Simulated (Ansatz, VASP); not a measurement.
**Ca in VASP and in Ansatz**

```xyz
1
Lattice="0.0000 2.7368 2.7368 2.7368 0.0000 2.7368 2.7368 2.7368 0.0000" Properties=species:S:1:pos:R:3 pbc="T T T"
Ca    0.0000    0.0000    0.0000
```

Alike in both runs: task relaxation of cell and atoms; functional PBE; k mesh 14 × 14 × 14; occupations gaussian, width 0.1 eV; no spin polarisation.

```csv
,VASP,Ansatz
version,VASP 6.6.1,Ansatz 0.2.0
potentials or method,"VASP PAW PBE potentials, release 64 (Ca_sv), cutoff 600 eV","scalar-relativistic, plane waves, PAW"
valence electrons in the cell,10,10
```

```tsv
	VASP	Ansatz	Ansatz less VASP
gap on the k mesh at the Fermi level, each at its own relaxed structure (eV)	none	none	-
relaxed volume (Å³/atom)	42.28	42.17	-0.107
relaxed cell length with the largest relative difference (Å)	3.910	3.907	-0.0033
```

A gap of «none» marks a metal or a gap that the smearing closes.
